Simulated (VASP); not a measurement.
Input of a VASP 6.6.1 run:

File INCAR:

```
SYSTEM = I
PREC = Accurate
ENCUT = 520
EDIFF = 1E-6
ISMEAR = -1
SIGMA = 0.05
LREAL = .FALSE.
LASPH = .TRUE.
NELM = 100
ALGO = Normal
ISIF = 2
LWAVE = .FALSE.
LCHARG = .FALSE.
GGA = PE
NBANDS = 22
```

Contents of KPOINTS:

```
regular mesh
0
G
  7 7 3
  0 0 0
```

POSCAR

```
I
1.0
    3.6591087810     -2.4108815219      0.0000000000
    3.6591087810      2.4108815219      0.0000000000
    0.0000000000      0.0000000000      9.8582991087
I
4
Direct
    0.6493000000      0.3507000000      0.3844000000
    0.1493000000      0.8507000000      0.1156000000
    0.3507000000      0.6493000000      0.6156000000
    0.8507000000      0.1493000000      0.8844000000
```

Potentials or basis: VASP PAW PBE potentials, release 64 (I).

The run is started by

```sh
$ cat potpaw_PBE.64/I/POTCAR > POTCAR
$ mpirun -np 1 vasp_std > vasp.out
```

Problem. What does it give for the band gap on the k mesh?

Solution. 1.29 eV (least direct gap 1.36 eV).

Problem. Predict the pressure.

Solution. 1.2 GPa.

Forces on the atoms (eV/Å):
```
I    0.000 -0.290 -0.606
I    0.000 -0.290  0.606
I    0.000  0.290  0.606
I    0.000  0.290 -0.606
```

Caveat: this functional lacks dispersion, which holds the molecules together, so the pressure and a relaxed volume are unreliable; spin-orbit coupling is left out, which moves the levels of the heavy elements. A k mesh can miss the band edges.
